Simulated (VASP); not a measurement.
# BiPt3 (I4/mmm) in VASP: single point with r2SCAN

Aim: the single point of BiPt3 with r2SCAN.

Everything below comes from runs of VASP 6.6.1. Logs are shortened: lines on timing, memory, paths and dates and some standing lists are left out, and cuts for length are marked.

## (1) The cell of the first run

The structure is tetragonal, space group I4/mmm (No. 139). Conventional cell: a = 4.297 Å, b = 4.297 Å, c = 7.770 Å, α = 90.00°, β = 90.00°, γ = 90.00°. Bi (site symmetry 4/mmm) has 14 Pt at 2.90 to 3.88 Å within 3.9 Å. Pt (site symmetry -4m2) has 10 Pt at 2.90 to 3.88 Å and 4 Bi at 2.90 Å within 3.9 Å. Pt (site symmetry 4/mmm) has 8 Pt at 2.90 Å and 6 Bi at 3.04 to 3.88 Å within 3.9 Å.

## (2) Single point, r2SCAN

File POSCAR:

```
BiPt3
1.0
    0.0000000000      4.2967310000      0.0000000000
    4.2967310000      0.0000000000      0.0000000000
    2.1483660000      2.1483660000     -3.8847800000
Bi Pt
1 3
Direct
    0.0000000000      0.0000000000      0.0000000000
    0.7500000000      0.2500000000      0.5000000000
    0.2500000000      0.7500000000      0.5000000000
    0.5000000000      0.5000000000      0.0000000000
```

File INCAR.step1:

```
ALGO = Normal
EDIFF = 1E-4
ENCUT = 520
GGA = PE
ISMEAR = -1
LASPH = T
LCHARG = F
LREAL = F
LWAVE = T
NBANDS = 30
NELM = 100
PREC = Accurate
SIGMA = 0.1
```

File INCAR.step2:

```
ALGO = Normal
EDIFF = 1E-6
ENCUT = 520
ISIF = 2
ISMEAR = -1
ISTART = 1
LASPH = T
LCHARG = F
LMIXTAU = T
LREAL = F
LWAVE = F
METAGGA = R2SCAN
NBANDS = 30
NELM = 100
PREC = Accurate
SIGMA = 0.1
```

File KPOINTS:

```
k-points
0
Gamma
  9 9 9
```

Potentials or basis: VASP PAW PBE potentials, release 64 (Bi_d, Pt).

On the command line:

```
$ cat potpaw_PBE.64/Bi_d/POTCAR potpaw_PBE.64/Pt/POTCAR > POTCAR
$ cp INCAR.step1 INCAR
$ mpirun -np 1 vasp_std > vasp.out
$ cp INCAR.step2 INCAR
$ mpirun -np 1 vasp_std > vasp.out
```

OUTCAR:

```text
EDIFF = 1E-6
   ENCUT = 520
   ISIF = 2
   ISMEAR = -1
   ISTART = 1
   LASPH = T
   LREAL = F
   METAGGA = R2SCAN
   NELM = 100
   PREC = Accurate

 ion  position               nearest neighbor table
   1  0.000  0.000  0.000-   2 2.90   3 2.90   2 2.90   3 2.90   2 2.90   3 2.90   2 2.90   3 2.90
                             4 3.04   4 3.04   4 3.04   4 3.04
   2  0.750  0.250  0.500-   4 2.90   1 2.90   4 2.90   1 2.90   1 2.90   4 2.90   1 2.90   4 2.90
                             3 3.04   3 3.04   3 3.04   3 3.04
   3  0.250  0.750  0.500-   1 2.90   4 2.90   1 2.90   4 2.90   1 2.90   4 2.90   1 2.90   4 2.90
                             2 3.04   2 3.04   2 3.04   2 3.04
   4  0.500  0.500  0.000-   3 2.90   2 2.90   3 2.90   2 2.90   2 2.90   3 2.90   2 2.90   3 2.90
                             1 3.04   1 3.04   1 3.04   1 3.04

  LATTYP: Found a body centered tetragonal cell.
 ALAT       =     4.2967310000
 C/A-ratio  =     1.8082491085

  Lattice vectors:

 A1 = (  -2.1483660000,   2.1483650000,   3.8847800000)
 A2 = (   2.1483650000,  -2.1483660000,   3.8847800000)
 A3 = (   2.1483660000,   2.1483660000,  -3.8847800000)

Analysis of symmetry for initial positions (statically):
=====================================================================
 Subroutine PRICEL returns:
 Original cell was already a primitive cell.

 Routine SETGRP: Setting up the symmetry group for a
 body centered tetragonal supercell.

 Subroutine GETGRP returns: Found 16 space group operations
 (whereof 16 operations were pure point group operations)
 out of a pool of 16 trial point group operations.

The static configuration has the point symmetry D_4h.

Analysis of symmetry for dynamics (positions and initial velocities):
=====================================================================
 Subroutine PRICEL returns:
 Original cell was already a primitive cell.

 Routine SETGRP: Setting up the symmetry group for a
 body centered tetragonal supercell.

 Subroutine GETGRP returns: Found 16 space group operations
 (whereof 16 operations were pure point group operations)
 out of a pool of 16 trial point group operations.

The dynamic configuration has the point symmetry D_4h.

 Subroutine INISYM returns: Found 16 space group operations
 (whereof 16 operations are pure point group operations),
 and found     1 'primitive' translations

----------------------------------------------------------------------------------------

                                     Primitive cell

  volume of cell :      71.7204

  direct lattice vectors                    reciprocal lattice vectors
     0.000000000  4.296731000  0.000000000     0.000000000  0.232735072  0.128707447
     4.296731000  0.000000000  0.000000000     0.232735072  0.000000000  0.128707447
     2.148366000  2.148366000 -3.884780000     0.000000000  0.000000000 -0.257414834

  length of vectors
     4.296731000  4.296731000  4.931781482     0.265953419  0.265953419  0.257414834

  position of ions in fractional coordinates (direct lattice)
     0.000000000  0.000000000  0.000000000
     0.750000000  0.250000000  0.500000000
     0.250000000  0.750000000  0.500000000
     0.500000000  0.500000000  0.000000000

  ion indices of the primitive-cell ions
   primitive index   ion index
                 1           1
                 2           2
                 3           3
                 4           4

----------------------------------------------------------------------------------------

 KPOINTS: k-points

Automatic generation of k-mesh.
 Grid dimensions read from file:
 generate k-points for:    9    9    9

 Generating k-lattice:

  Cartesian coordinates                     Fractional coordinates (reciprocal lattice)
     0.000000000  0.025859452  0.014300827     0.111111111  0.000000000  0.000000000
     0.025859452  0.000000000  0.014300827     0.000000000  0.111111111  0.000000000
     0.000000000  0.000000000 -0.028601648     0.000000000  0.000000000  0.111111111

  Length of vectors
     0.029550380  0.029550380  0.028601648

  Shift w.r.t. Gamma in fractional coordinates (k-lattice)
     0.000000000  0.000000000  0.000000000

 Subroutine IBZKPT returns following result:
 ===========================================

 Found     75 irreducible k-points:

 Following reciprocal coordinates:
            Coordinates               Weight
  0.000000  0.000000  0.000000      1.000000
  0.111111  0.000000  0.000000      8.000000
  0.222222  0.000000  0.000000      8.000000
  0.333333  0.000000  0.000000      8.000000
  0.444444  0.000000  0.000000      8.000000
  0.111111  0.111111  0.000000      8.000000
[... 16 lines left out ...]
 -0.333333  0.333333  0.000000      4.000000
  0.444444  0.444444  0.000000      8.000000
 [... further k-points ...]
   k-points           NKPTS =     75   k-points in BZ     NKDIM =     75   number of bands    NBANDS=     30
   number of dos      NEDOS =    301   number of ions     NIONS =      4
   total plane-waves  NPLWV =  40960
   dimension x,y,z NGX =    32 NGY =   32 NGZ =   40
   dimension x,y,z NGXF=    64 NGYF=   64 NGZF=   80
   ions per type =               1   3
   NGX,Y,Z   is equivalent  to a cutoff of  12.38, 12.38, 13.48 a.u.
   NGXF,Y,Z  is equivalent  to a cutoff of  24.76, 24.76, 26.97 a.u.
 SYSTEM =  unknown system
   PREC   = accura    normal or accurate (medium, high low for compatibility)
   ISTART =      1    job   : 0-new  1-cont  2-samecut
   ICHARG =      0    charge: 1-file 2-atom 10-const
   ISPIN  =      1    spin polarized calculation?
   LNONCOLLINEAR =      F non collinear calculations
   LSORBIT =      F    spin-orbit coupling
   LASPH  =      T    aspherical Exc in radial PAW
   ENCUT  =  520.0 eV  38.22 Ry    6.18 a.u.   7.99  7.99  9.17*2*pi/ulx,y,z
   NELM   =    100;   NELMIN=  2; NELMDL=  0     # of ELM steps
   EDIFF  = 0.1E-05   stopping-criterion for ELM
   LREAL  =      F    real-space projection
   EDIFFG = 0.1E-04   stopping-criterion for IOM
   NSW    =      0    number of steps for IOM
   IBRION =     -1    ionic relax: 0-MD 1-quasi-New 2-CG
   NFREE  =      0    steps in history (QN), initial steepest desc. (CG)
   ISIF   =      2    stress and relaxation
   ISYM   =      2    0-nonsym 1-usesym 2-fastsym
   POTIM  = 0.5000    time-step for ionic-motion
   TEBEG  =    0.0;   TEEND  =   0.0 temperature during run
   PSTRESS=    0.0 pullay stress
   NELECT =      45.0000    total number of electrons
   NUPDOWN=      -1.0000    fix difference up-down
   EMIN   =  10.00;   EMAX   =-10.00  energy-range for DOS
   EFERMI =   0.00;   METHOD = LEGACY
   ISMEAR =    -1;   SIGMA  =   0.10  broadening in eV -4-tet -1-fermi 0-gaus
   EFERMI_NEDOS =   21; number of points for ismear=-14 and -15
   IALGO  =     38    algorithm
   IMIX   =      4    mixing-type and parameters
     AMIX     =   0.40;   BMIX     =  1.00
     AMIX_MAG =   1.60;   BMIX_MAG =  1.00
  volume/ion in A,a.u.               =      17.93       121.00
  Fermi-wavevector in a.u.,A,eV,Ry     =   1.401516  2.648481 26.725207  1.964247
  Thomas-Fermi vector in A             =   2.524370
   LORBIT       =      0    0 simple, 1 ext, 2 COOP (PROOUT), +10 PAW based schemes
   METAGGA = R2SCAN    functional components
   LHFCALC =     F    Hartree Fock is set to
   AEXX    =    0.0000 exact exchange contribution
   IVDW    =     0    specifies the selected vdW correction
   LEPSILON=     F    determine dielectric tensor
   LRPA    =     F    only Hartree local field effects (RPA)
 non-spin polarized calculation
  energy-cutoff  :      520.00
  volume of cell :       71.72
 maximum number of plane-waves:      1952
   NGX = 15   NGY = 15   NGZ = 19

 number of electron      45.0000004 magnetization

 Free energy of the ion-electron system (eV)
  ---------------------------------------------------
  ext. energy  EPLUGINS =         0.00000000
  ---------------------------------------------------
  free energy    TOTEN  =      -212.78693664 eV

  energy without entropy =     -212.68993100  energy(sigma->0) =     -212.73843382

 E-fermi :  10.2940     XC(G=0): -13.6445

 val. band max:       10.2837430286   @ k =   0.0000   0.0000   0.0000
 cond. band min:      10.2966807740   @ k =   0.3333   0.1111   0.0000
 fundamental gap:      0.0129377453
 Fermi energy:        10.2940373166

 k-point     1 :       0.0000    0.0000    0.0000
  band No.  band energies     occupation
      1     -13.4268      2.00000
      2     -13.4183      2.00000
      3     -13.4183      2.00000
      4     -13.4087      2.00000
      5     -13.3934      2.00000
      6      -3.1008      2.00000
[... 22 lines left out ...]
     29      16.7739      0.00000
     30      17.3373      0.00000

 k-point     2 :       0.1111    0.0000    0.0000
  band No.  band energies     occupation
      1     -13.4256      2.00000
      2     -13.4190      2.00000
      3     -13.4185      2.00000
      4     -13.4080      2.00000
      5     -13.3921      2.00000
      6      -2.9842      2.00000
[... 22 lines left out ...]
     29      16.5745      0.00000
     30      17.5078      0.00000

 k-point     3 :       0.2222    0.0000    0.0000
  band No.  band energies     occupation
      1     -13.4241      2.00000
      2     -13.4196      2.00000
      3     -13.4190      2.00000
      4     -13.4064      2.00000
      5     -13.3884      2.00000
      6      -2.6627      2.00000
[... 22 lines left out ...]
     29      16.5799      0.00000
     30      18.6575      0.00000

 k-point     4 :       0.3333    0.0000    0.0000
  band No.  band energies     occupation
      1     -13.4257      2.00000
      2     -13.4195      2.00000
      3     -13.4176      2.00000
      4     -13.4045      2.00000
      5     -13.3837      2.00000
      6      -2.2352      2.00000
[... 616 lines left out ...]
     29      19.5367      0.00000
     30      20.4883      0.00000

 k-point    23 :      -0.3333    0.3333    0.0000
  band No.  band energies     occupation
      1     -13.4300      2.00000
      2     -13.4170      2.00000
      3     -13.4121      2.00000
      4     -13.4067      2.00000
      5     -13.3802      2.00000
      6      -1.9492      2.00000
[... 22 lines left out ...]
     29      19.6909      0.00000
     30      19.8251      0.00000

 k-point    24 :       0.4444    0.4444    0.0000
  band No.  band energies     occupation
      1     -13.4331      2.00000
      2     -13.4176      2.00000
      3     -13.4170      2.00000
      4     -13.4015      2.00000
      5     -13.3775      2.00000
      6      -1.6424      2.00000
[... 22 lines left out ...]
     29      19.8020      0.00000
     30      19.9300      0.00000

 [... further k-points ...]

------------------------ aborting loop because EDIFF is reached ----------------------------------------

  FORCE on cell =-STRESS in cart. coord.  units (eV):
  Direction    XX          YY          ZZ          XY          YZ          ZX
  --------------------------------------------------------------------------------------
  -------------------------------------------------------------------------------------
  Total       -0.4552573     -0.4552573      0.3582531      0.0000000     -0.0000000     -0.0000000
  in kB      -10.1700895    -10.1700895      8.0030910      0.0000000     -0.0000010     -0.0000010
  external PRESSURE =      -4.1123627 kB  Pullay stress =       0.0000000 kB

 VOLUME and BASIS-vectors are now :
 -----------------------------------------------------------------------------
  energy-cutoff  :      520.00
  volume of cell :       71.72
      direct lattice vectors                 reciprocal lattice vectors
     0.000000000  4.296731000  0.000000000     0.000000000  0.232735072  0.128707447
     4.296731000  0.000000000  0.000000000     0.232735072  0.000000000  0.128707447
     2.148366000  2.148366000 -3.884780000     0.000000000  0.000000000 -0.257414834

 POSITION                                       TOTAL-FORCE (eV/Angst)
 -----------------------------------------------------------------------------------
      0.00000      0.00000      0.00000        -0.000000      0.000000      0.000000
      2.14837      4.29673     -1.94239        -0.000000     -0.000000     -0.000000
      4.29673      2.14837     -1.94239         0.000000      0.000000      0.000000
      2.14837      2.14837      0.00000        -0.000000      0.000000      0.000000
 -----------------------------------------------------------------------------------
    total drift:                               -0.000000     -0.000000      0.000000

  FREE ENERGIE OF THE ION-ELECTRON SYSTEM (eV)
  ---------------------------------------------------
  free  energy   TOTEN  =      -212.7869366396 eV

  energy  without entropy=     -212.6899310032  energy(sigma->0) =     -212.73843382
```

It took 17 min on 1 thread of AMD EPYC 7R43 (Zen 3), shared host; peak memory 0.26 GiB.

What came out:

```
Free energy            : -212.7869 eV
Pressure               : -0.4 GPa
Band gap on the k mesh : zero (an odd number of electrons rules out a gap without spin polarisation)
```

Caveat: the PAW data sets were made with another functional, which shifts forces and pressure a little; spin-orbit coupling is left out, which moves the levels of the heavy elements.
